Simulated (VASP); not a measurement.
A run of VASP 6.6.1 is set up as follows.

Contents of INCAR:

```
PREC = Accurate ; ENCUT = 520
EDIFF = 1E-6 ; ISMEAR = 0
SIGMA = 0.01 ; LREAL = F
LASPH = T ; NELM = 60
ALGO = Normal ; ISIF = 2
LWAVE = F ; LCHARG = F
GGA = PS ; NBANDS = 11
```

Contents of KPOINTS:

```
regular mesh
0
Gamma
  8 8 8
```

Contents of POSCAR:

```
BeTe
1.0
    0.0000000000      2.8027859738      2.8027859738
    2.8027859738      0.0000000000      2.8027859738
    2.8027859738      2.8027859738      0.0000000000
Be Te
1 1
Direct
    0.0000000000      0.0000000000      0.0000000000
    0.7500000000      0.7500000000      0.7500000000
```

Potentials or basis: VASP PAW PBE potentials, release 64 (Be, Te).

Launch:

```console
$ cat potpaw_PBE.64/Be/POTCAR potpaw_PBE.64/Te/POTCAR > POTCAR
$ mpirun -np 1 vasp_std > vasp.out
```

(1) Estimate the pressure.

(2) Predict the band gap on the k mesh.

Results:

(1) 0.2 GPa.

(2) 1.82 eV, indirect (least direct gap 3.59 eV).

Caveat: the PAW data sets were made with another functional, which shifts forces and pressure a little; spin-orbit coupling is left out, which moves the levels of the heavy elements.
